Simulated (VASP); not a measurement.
# NaF in VASP: a series of runs, part 2 of 3

VASP 6.6.1.

## Step 3: Single point, r2SCAN (epitaxial xy strain +1.5%)

The input, POSCAR:

```
NaF
1.0
    3.9260856114      0.0000000000      0.0000000000
   -1.9630428057      3.4000898769      0.0000000000
    0.0000000000      0.0000000000      4.5296501438
Na F
2 2
Direct
    0.3333333333      0.6666666667     -0.0625000000
    0.6666666667      0.3333333333      0.4375000000
    0.3333333333      0.6666666667      0.4375000000
    0.6666666667      0.3333333333      0.9375000000
```

The input, INCAR.step1:

```
ALGO = Normal ; EDIFF = 1E-4
ENCUT = 520 ; GGA = PE
ISMEAR = 0 ; LASPH = T
LCHARG = F ; LREAL = F
LWAVE = T ; NBANDS = 22
NELM = 100 ; PREC = Accurate
SIGMA = 0.01
```

The input, INCAR.step2:

```
ALGO = Normal ; EDIFF = 1E-6
ENCUT = 520 ; ISIF = 2
ISMEAR = 0 ; ISTART = 1
LASPH = T ; LCHARG = F
LMIXTAU = T ; LREAL = F
LWAVE = F ; METAGGA = R2SCAN
NBANDS = 22 ; NELM = 100
PREC = Accurate ; SIGMA = 0.01
```

The input, KPOINTS:

```
k-points
0
Gamma
  12 12 6
```

Potentials or basis: VASP PAW PBE potentials, release 64 (Na_pv, F).

Launch:

```bash
$ cat potpaw_PBE.64/Na_pv/POTCAR potpaw_PBE.64/F/POTCAR > POTCAR
$ cp INCAR.step1 INCAR
$ mpirun -np 1 vasp_std > vasp.out
$ cp INCAR.step2 INCAR
$ mpirun -np 1 vasp_std > vasp.out
```

OUTCAR:

```text
EDIFF = 1E-6
   ENCUT = 520
   ISIF = 2
   ISMEAR = 0
   ISTART = 1
   LASPH = T
   LREAL = F
   METAGGA = R2SCAN
   NELM = 100
   PREC = Accurate

 ion  position               nearest neighbor table
   1  0.333  0.667  0.938-   3 2.26   3 2.26   4 2.27   4 2.27   4 2.27
   2  0.667  0.333  0.438-   4 2.26   4 2.26   3 2.27   3 2.27   3 2.27
   3  0.333  0.667  0.438-   1 2.26   1 2.26   2 2.27   2 2.27   2 2.27
   4  0.667  0.333  0.938-   2 2.26   2 2.26   1 2.27   1 2.27   1 2.27

  LATTYP: Found a hexagonal cell.
 ALAT       =     3.9260856114
 C/A-ratio  =     1.1537318826

  Lattice vectors:

 A1 = (   3.9260856114,   0.0000000000,   0.0000000000)
 A2 = (  -1.9630428057,   3.4000898769,   0.0000000000)
 A3 = (   0.0000000000,   0.0000000000,   4.5296501438)

Analysis of symmetry for initial positions (statically):
=====================================================================
 Subroutine PRICEL returns:
 Original cell was already a primitive cell.

 Routine SETGRP: Setting up the symmetry group for a
 hexagonal supercell.

 Subroutine GETGRP returns: Found 24 space group operations
 (whereof  6 operations were pure point group operations)
 out of a pool of 24 trial point group operations.

The static configuration has the point symmetry C_3v.
 The point group associated with its full space group is D_6h.

Analysis of symmetry for dynamics (positions and initial velocities):
=====================================================================
 Subroutine PRICEL returns:
 Original cell was already a primitive cell.

 Routine SETGRP: Setting up the symmetry group for a
 hexagonal supercell.

 Subroutine GETGRP returns: Found 24 space group operations
 (whereof  6 operations were pure point group operations)
 out of a pool of 24 trial point group operations.

The dynamic configuration has the point symmetry C_3v.
 The point group associated with its full space group is D_6h.

 Subroutine INISYM returns: Found 24 space group operations
 (whereof  6 operations are pure point group operations),
 and found     1 'primitive' translations

----------------------------------------------------------------------------------------

                                     Primitive cell

  volume of cell :      60.4665

  direct lattice vectors                    reciprocal lattice vectors
     3.926085611  0.000000000  0.000000000     0.254706621  0.147054936  0.000000000
    -1.963042806  3.400089877  0.000000000     0.000000000  0.294109872  0.000000000
     0.000000000  0.000000000  4.529650144     0.000000000  0.000000000  0.220767602

  length of vectors
     3.926085611  3.926085611  4.529650144     0.294109872  0.294109872  0.220767602

  position of ions in fractional coordinates (direct lattice)
     0.333333333  0.666666667  0.937500000
     0.666666667  0.333333333  0.437500000
     0.333333333  0.666666667  0.437500000
     0.666666667  0.333333333  0.937500000

  ion indices of the primitive-cell ions
   primitive index   ion index
                 1           1
                 2           2
                 3           3
                 4           4

----------------------------------------------------------------------------------------
[... 24 lines left out ...]

 Following reciprocal coordinates:
            Coordinates               Weight
  0.000000  0.000000  0.000000      1.000000
  0.083333 -0.000000  0.000000      6.000000
  0.166667  0.000000  0.000000      6.000000
  0.250000  0.000000  0.000000      6.000000
  0.333333  0.000000  0.000000      6.000000
  0.416667  0.000000  0.000000      6.000000
[... 16 lines left out ...]
  0.250000  0.000000  0.166667     12.000000
  0.333333  0.000000  0.166667     12.000000
 [... further k-points ...]
   k-points           NKPTS =     76   k-points in BZ     NKDIM =     76   number of bands    NBANDS=     22
   number of dos      NEDOS =    301   number of ions     NIONS =      4
   total plane-waves  NPLWV =  32400
   dimension x,y,z NGX =    30 NGY =   30 NGZ =   36
   dimension x,y,z NGXF=    60 NGYF=   60 NGZF=   72
   ions per type =               2   2
   NGX,Y,Z   is equivalent  to a cutoff of  12.70, 12.70, 13.21 a.u.
   NGXF,Y,Z  is equivalent  to a cutoff of  25.41, 25.41, 26.43 a.u.
 SYSTEM =  unknown system
   PREC   = accura    normal or accurate (medium, high low for compatibility)
   ISTART =      1    job   : 0-new  1-cont  2-samecut
   ICHARG =      0    charge: 1-file 2-atom 10-const
   ISPIN  =      1    spin polarized calculation?
   LNONCOLLINEAR =      F non collinear calculations
   LSORBIT =      F    spin-orbit coupling
   LASPH  =      T    aspherical Exc in radial PAW
   ENCUT  =  520.0 eV  38.22 Ry    6.18 a.u.   7.30  7.30  8.42*2*pi/ulx,y,z
   NELM   =    100;   NELMIN=  2; NELMDL=  0     # of ELM steps
   EDIFF  = 0.1E-05   stopping-criterion for ELM
   LREAL  =      F    real-space projection
   EDIFFG = 0.1E-04   stopping-criterion for IOM
   NSW    =      0    number of steps for IOM
   IBRION =     -1    ionic relax: 0-MD 1-quasi-New 2-CG
   NFREE  =      0    steps in history (QN), initial steepest desc. (CG)
   ISIF   =      2    stress and relaxation
   ISYM   =      2    0-nonsym 1-usesym 2-fastsym
   POTIM  = 0.5000    time-step for ionic-motion
   TEBEG  =    0.0;   TEEND  =   0.0 temperature during run
   PSTRESS=    0.0 pullay stress
   NELECT =      28.0000    total number of electrons
   NUPDOWN=      -1.0000    fix difference up-down
   EMIN   =  10.00;   EMAX   =-10.00  energy-range for DOS
   EFERMI =   0.00;   METHOD = LEGACY
   ISMEAR =     0;   SIGMA  =   0.01  broadening in eV -4-tet -1-fermi 0-gaus
   EFERMI_NEDOS =   21; number of points for ismear=-14 and -15
   IALGO  =     38    algorithm
   IMIX   =      4    mixing-type and parameters
     AMIX     =   0.40;   BMIX     =  1.00
     AMIX_MAG =   1.60;   BMIX_MAG =  1.00
  volume/ion in A,a.u.               =      15.12       102.01
  Fermi-wavevector in a.u.,A,eV,Ry     =   1.266551  2.393434 21.825794  1.604151
  Thomas-Fermi vector in A             =   2.399745
   LORBIT       =      0    0 simple, 1 ext, 2 COOP (PROOUT), +10 PAW based schemes
   METAGGA = R2SCAN    functional components
   LHFCALC =     F    Hartree Fock is set to
   AEXX    =    0.0000 exact exchange contribution
   IVDW    =     0    specifies the selected vdW correction
   LEPSILON=     F    determine dielectric tensor
   LRPA    =     F    only Hartree local field effects (RPA)
 non-spin polarized calculation
 Gauss-broadening in eV      SIGMA  =   0.01
  energy-cutoff  :      520.00
  volume of cell :       60.47
 maximum number of plane-waves:      1648
 NGX is ok and might be reduce to    30
   NGX = 15   NGY = 15   NGZ = 17

 number of electron      28.0000009 magnetization

 Free energy of the ion-electron system (eV)
  ---------------------------------------------------
  ext. energy  EPLUGINS =         0.00000000
  ---------------------------------------------------
  free energy    TOTEN  =       -24.93122547 eV

  energy without entropy =      -24.93122547  energy(sigma->0) =      -24.93122547

 E-fermi :  -3.3593     XC(G=0):  -8.5743

 val. band max:       -3.4912223359   @ k =   0.0000   0.0000   0.0000
 cond. band min:       2.7802591151   @ k =   0.0000   0.0000   0.0000
 fundamental gap:      6.2714814510
 Fermi energy:        -3.3593111371

 k-point     1 :       0.0000    0.0000    0.0000
  band No.  band energies     occupation
      1     -23.7067      2.00000
      2     -23.4947      2.00000
      3     -23.2007      2.00000
      4     -23.1676      2.00000
      5     -23.1672      2.00000
      6     -23.1209      2.00000
[... 589 lines left out ...]
     21      13.7603      0.00000
     22      13.7874      0.00000

 [... further k-points ...]

------------------------ aborting loop because EDIFF is reached ----------------------------------------

  FORCE on cell =-STRESS in cart. coord.  units (eV):
  Direction    XX          YY          ZZ          XY          YZ          ZX
  --------------------------------------------------------------------------------------
  -------------------------------------------------------------------------------------
  Total       -0.6561913     -0.6561913     -0.2174852      0.0000000     -0.0000000      0.0000000
  in kB      -17.3870636    -17.3870636     -5.7626931      0.0000000     -0.0000000      0.0000000
  external PRESSURE =     -13.5122734 kB  Pullay stress =       0.0000000 kB

 VOLUME and BASIS-vectors are now :
 -----------------------------------------------------------------------------
  energy-cutoff  :      520.00
  volume of cell :       60.47
      direct lattice vectors                 reciprocal lattice vectors
     3.926085611  0.000000000  0.000000000     0.254706621  0.147054936  0.000000000
    -1.963042806  3.400089877  0.000000000     0.000000000  0.294109872  0.000000000
     0.000000000  0.000000000  4.529650144     0.000000000  0.000000000  0.220767602

 POSITION                                       TOTAL-FORCE (eV/Angst)
 -----------------------------------------------------------------------------------
     -0.00000      2.26673      4.24655        -0.000000      0.000000      0.000000
      1.96304      1.13336      1.98172         0.000000     -0.000000      0.000000
     -0.00000      2.26673      1.98172         0.000000      0.000000      0.000000
      1.96304      1.13336      4.24655         0.000000      0.000000     -0.000000
 -----------------------------------------------------------------------------------
    total drift:                               -0.000000      0.000000      0.000000

  FREE ENERGIE OF THE ION-ELECTRON SYSTEM (eV)
  ---------------------------------------------------
  free  energy   TOTEN  =       -24.9312254673 eV

  energy  without entropy=      -24.9312254673  energy(sigma->0) =      -24.93122547
```

Run time: 2.5 min. Hardware: 1 thread of Intel Xeon 6975P-C (Granite Rapids), shared host; peak memory 0.22 GiB.

Results:

| Item | Value |
| --- | --- |
| Free energy | -24.9312 eV |
| Pressure | -1.4 GPa |
| Band gap on the k mesh | 6.27 eV |

Caveat: the cell differs from its parent crystal (epitaxial xy strain +1.5%); the structure was generated, so it needn't be the stable form of NaF; the PAW data sets were made with another functional, which shifts forces and pressure a little.

[end of part 2 of 3]
